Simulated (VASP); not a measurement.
# SnSe2 (1T): relaxation of cell and atoms with LDA

SnSe2 (1T):

```
CELL_PARAMETERS angstrom
3.81100 0.00000 0.00000
-1.90550 3.30042 0.00000
0.00000 0.00000 6.13700
ATOMIC_POSITIONS crystal
Sn 0.00000 0.00000 0.00000
Se 0.33333 0.66667 0.25000
Se 0.66667 0.33333 0.75000
```

```yaml
Program: VASP 6.6.1
Task: relaxation of cell and atoms
Functional: LDA
Potentials_or_basis: VASP PAW LDA potentials, release 64 (Sn_d, Se)
Cutoff: 600 eV
k_mesh: 18 × 18 × 10
Occupations: gaussian, width 0.05 eV
Spin: no spin polarisation
Target_pressure: 12 GPa
Dipole_correction: no
Further_INCAR_settings: ALGO = Normal; EDIFF = 1e-06; IBRION = 2; EDIFFG = -0.002; NSW = 80; ISIF = 3
```

The relaxed volume is 20.59 Å³/atom and the relaxed cell is a = 3.690 Å, b = 3.690 Å, c = 5.239 Å, α = 90.00°, β = 90.00°, γ = 120.00°. The space group after relaxing (to 0.05 Å) is P-3m1 (No. 164) and the energy change on relaxing (the enthalpy is what falls) is +104.4 meV/atom. The ionic steps are 26. The pressure after relaxing is 12.0 GPa and the band gap on the k mesh is zero (band 13 reaches 7.80 eV, above the bottom of band 14 at 6.66 eV).

Step by step:
```tsv
step	energy change (eV)	largest force (eV/Å)	pressure (GPa)	volume (Å³)
1	0.0000	0.4440	0.73	77.19
2	1.6071	3.9422	36.46	58.69
3	0.3039	1.7102	12.13	68.29
4	0.3238	1.7588	12.61	68.01
5	0.2900	1.0815	12.52	65.57
6	0.4408	0.1592	13.43	62.13
7	0.2751	0.0629	10.20	63.05
8	0.1978	0.2096	8.17	63.74
9	0.3698	0.0527	13.50	61.08
10	0.3139	0.0062	12.01	61.77
11	0.3110	0.0094	11.90	61.81
12	0.3124	0.0040	11.99	61.79
13	0.3121	0.0051	11.96	61.79
14	0.3120	0.0056	11.97	61.79
15	0.3115	0.0078	11.94	61.80
16	0.3117	0.0072	11.95	61.80
17	0.3119	0.0059	11.94	61.79
18	0.3119	0.0058	11.95	61.79
19	0.3120	0.0055	11.96	61.79
20	0.3138	0.0020	12.03	61.77
21	0.3135	0.0029	12.03	61.77
22	0.3131	0.0035	11.99	61.78
23	0.3134	0.0022	11.99	61.77
24	0.3135	0.0021	12.00	61.77
25	0.3135	0.0023	12.01	61.77
26	0.3132	0.0013	12.00	61.78
```

Final structure:
```cif
data_structure
_symmetry_space_group_name_H-M 'P 1'
_symmetry_Int_Tables_number 1
_cell_length_a 3.6901
_cell_length_b 3.6901
_cell_length_c 5.2386
_cell_angle_alpha 90.000
_cell_angle_beta 90.000
_cell_angle_gamma 120.000
_cell_volume 61.78
loop_
_atom_site_label
_atom_site_type_symbol
_atom_site_fract_x
_atom_site_fract_y
_atom_site_fract_z
_atom_site_occupancy
Sn1 Sn 0.00000 0.00000 0.00000 1
Se1 Se 0.33333 0.66667 0.30155 1
Se2 Se 0.66667 0.33333 0.69845 1
```

Levels at points of the mesh, in eV from the Fermi level:
```
           k point  band 11  band 12  band 13  band 14  band 15  band 16
(0.00, 0.00, 0.00)    -1.21    -1.21    -0.20     0.65     2.80     4.47
(0.50, 0.00, 0.00)    -4.00    -3.61    -0.43     1.58     3.01     3.36
(0.00, 0.00, 0.50)    -1.89    -0.61    -0.61     2.40     3.10     3.31
(0.50, 0.00, 0.50)    -2.56    -2.46    -2.15     1.02     3.16     4.23
```

Wall time 37 min on 1 thread of AMD EPYC 9R45 96-Core Processor (Zen 5), on a shared host, peak memory 0.6 GiB.

Caveat: the cell is relaxed towards a set pressure, so the enthalpy falls and the energy may rise; the volume moved by over 15 % at a fixed basis, so the end points are rough; spin-orbit coupling is left out, which moves the levels of the heavy elements.
